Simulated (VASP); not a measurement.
Write the native input for VASP 6.6.1 that does the following.

* Task: single point
* Functional: PBE
* Potentials or basis: VASP PAW PBE potentials, release 64 (Al, N)
* Cutoff: 520 eV
* k mesh: 4 × 8 × 3
* Occupations: gaussian, width 0.05 eV
* Spin: no spin polarisation
* Dipole correction: no
* Further INCAR settings: LREAL = Auto; ALGO = Normal; EDIFF = 1e-06; NBANDS = 46

The structure of AlN lies in POSCAR:

```
AlN
1.0
   -1.5651197814     -2.7108669814      5.0179796556
    1.5651197814     -2.7108669814      0.0000000000
    7.0430390165      1.3554334907      7.5269694834
Al N
8 8
Direct
    0.6189054484      0.9991356412      0.0981155127
    0.4939054484      0.4991356412      0.8481155127
    0.2439054484      0.4991356412      0.3481155127
   -0.1310945515      0.9991356412      0.5981155127
    0.8064054484      0.2491356413      0.3064488460
    0.1814054484      0.7491356413      0.0564488460
    0.4314054484      0.7491356413      0.5564488460
    0.0564054484      0.2491356413      0.8064488460
    0.8573695516      0.8083643587      0.1935011540
   -0.2676304484      0.3083643587      0.9435011540
    0.4823695516      0.3083643587      0.4435011540
    0.1073695516      0.8083643587      0.6935011540
    0.0448695515      0.0583643587      0.4018344873
    0.4198695515      0.5583643588      0.1518344873
    0.6698695515      0.5583643587      0.6518344873
    0.2948695516      0.0583643587      0.9018344873
```

This cell differs from its parent crystal: the part above a cut slid along it.

The input as run:

INCAR

```
SYSTEM = AlN
PREC     = Accurate       ! precision mode
ENCUT    = 520            ! plane-wave cutoff, eV
EDIFF    = 1E-6           ! SCF threshold, eV
ISMEAR   = 0              ! smearing method
SIGMA    = 0.05           ! smearing width, eV
LREAL    = Auto         
LASPH    = .TRUE.         ! aspherical terms in the spheres
NELM     = 60             ! most SCF steps
ALGO     = Normal         ! electronic algorithm
ISIF     = 2              ! what is computed and relaxed
LWAVE    = .FALSE.        ! write WAVECAR
LCHARG   = .FALSE.        ! write CHGCAR
GGA      = PE             ! functional
NBANDS   = 46             ! bands
```

KPOINTS

```
Automatic mesh
0
G
  4 8 3
  0 0 0
```

Potentials or basis: VASP PAW PBE potentials, release 64 (Al, N).

Command:

```console
$ cat potpaw_PBE.64/Al/POTCAR potpaw_PBE.64/N/POTCAR > POTCAR
$ mpirun -np 1 vasp_std > vasp.out
```

It gave:

- Pressure: 6.5 GPa
- Largest force: 6.801 eV/Å
- Band gap on the k mesh: 0.18 eV (least direct gap 0.20 eV)

Caveat: the cell differs from its parent crystal (the part above a cut slid along it); the stress differs along the axes, from -0 to 12 GPa; semilocal functionals underestimate gaps, and a narrow one can read as zero; forces of over 1 eV/Å act on the atoms, so gaps and moduli don't describe the material at rest.

Run time: 4.6 min on 1 thread of Intel(R) Xeon(R) 6975P-C (Granite Rapids), on a shared host, peak memory 0.41 GiB.
